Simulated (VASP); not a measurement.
Here is a VASP 6.6.1 calculation.

Contents of INCAR:

```
  ALGO = Normal
  EDIFF = 1E-6
  ENCUT = 520
  GGA = PE
  ISIF = 2
  ISMEAR = 0
  LASPH = T
  LCHARG = T
  LELF = T
  LREAL = F
  LVHAR = T
  LWAVE = F
  NBANDS = 24
  NELM = 80
  PREC = Accurate
  SIGMA = 0.02
```

KPOINTS

```
k-points
0
Gamma
  6 6 6
```

The input POSCAR:

```
KMgF3
1.0
    3.5665987731      0.0000000000      0.0000000000
    0.0000000000      3.5665987731      0.0000000000
    0.0000000000      0.0000000000      3.5665987731
K Mg F
1 1 3
Direct
    0.5000000000      0.5000000000      0.5000000000
    0.0000000000      0.0000000000      0.0000000000
    0.0000000000      0.5000000000      0.0000000000
    0.0000000000      0.0000000000      0.5000000000
    0.5000000000      0.0000000000      0.0000000000
```

Potentials or basis: VASP PAW PBE potentials, release 64 (K_sv, Mg, F).

Command:

```bash
$ cat potpaw_PBE.64/K_sv/POTCAR potpaw_PBE.64/Mg/POTCAR potpaw_PBE.64/F/POTCAR > POTCAR
$ mpirun -np 1 vasp_std > vasp.out
```

Q: Estimate the band gap on the k mesh.

A: 10.38 eV, indirect (least direct gap 10.63 eV).

Q: Estimate the pressure.

A: 60.5 GPa.

A k mesh can miss the band edges. As with any semilocal functional, this PBE gap is likely too small.
